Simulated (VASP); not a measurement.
Runs of VASP 6.6.1 on NaB3. The structure is that of space group Pm-3m (No. 221), or close to it. The cells are those of the table. 

```csv
task,cell,k mesh,cutoff (eV),gap on the mesh (eV),pressure (GPa)
relaxation of cell and atoms,"relaxed from a = 3.298 Å, 4 atoms",14 × 14 × 14,600,none,0.1
single point,"a = 3.299, b = 3.299, c = 3.297 Å, 4 atoms",6 × 6 × 6,520,none,0.2
single point,"a = 3.295 Å, 4 atoms",14 × 14 × 14,520,none,(a)
relaxation of cell and atoms,"relaxed from a = 3.482, b = 3.482, c = 3.397 Å, 4 atoms",6 × 6 × 6,600,none,0.1
```

Alike in all rows: level PBE; potentials or basis VASP PAW PBE potentials, release 64 (Na_pv, B); no spin polarisation; smearing gaussian 0.1 eV.

Fill in the values left out.

(a) 0.3.

Caveats: the relaxation stopped at its first step, so nothing moved (some runs).

A gap of «none» marks levels without a gap at the run's occupations.
